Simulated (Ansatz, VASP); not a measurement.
**Two plane-wave programs on MgO**

INCAR

```
SYSTEM = MgO
PREC = Accurate ; ENCUT = 600
EDIFF = 1E-6 ; ISMEAR = 0
SIGMA = 0.1 ; LREAL = .False.
LASPH = .True. ; NELM = 120
ALGO = Normal ; ISIF = 2
LWAVE = .False. ; LCHARG = .False.
GGA = PE ; NBANDS = 11
GGA_COMPAT = .False.
```

File KPOINTS:

```
regular mesh
0
Gamma
  8 8 8
  0 0 0
```

The input POSCAR:

```
MgO
1.0
    0.0000000000      2.1351500000      2.1351500000
    2.1351500000      0.0000000000      2.1351500000
    2.1351500000      2.1351500000      0.0000000000
Mg O
1 1
Direct
    0.0000000000      0.0000000000      0.0000000000
    0.5000000000      0.5000000000      0.5000000000
```

Input for Ansatz:

```yaml
crystal:
  lattice:
    - [0.0, 2.13515, 2.13515]
    - [2.13515, 0.0, 2.13515]
    - [2.13515, 2.13515, 0.0]
  atoms:
    - { symbol: Mg, position: [0.0, 0.0, 0.0] }
    - { symbol: O, position: [0.5, 0.5, 0.5] }
basis:
  ecutwfc: 420
kpoints:
  mp_grid: { grid: [8, 8, 8] }
hamiltonian:
  xc: pbe
scf:
  occupations: { method: gaussian, width: 0.1 }
output:
  forces: true
  stress: true
  eigenvalues: true
```

Alike in both runs: task single point; functional PBE; k mesh 8 × 8 × 8; occupations gaussian, width 0.1 eV; no spin polarisation.

|  | VASP | Ansatz |
| --- | --- | --- |
| version | VASP 6.6.1 | Ansatz 0.2.0 |
| potentials or method | VASP PAW PBE potentials, release 64 (Mg, O), cutoff 600 eV | scalar-relativistic, plane waves, PAW |
| valence electrons in the cell | 8 | 16 |

```tsv
	VASP	Ansatz	Ansatz less VASP
gap on the k mesh at the Fermi level (eV)	4.34	4.35	+0.016
least direct gap on the mesh (eV)	4.34	4.35	+0.016
pressure (GPa)	-2.7	-1.7	+1.03
```

VASP's potentials hold 8 valence electrons a cell and Ansatz's 16, so a difference there can come from the potentials and not from the codes.
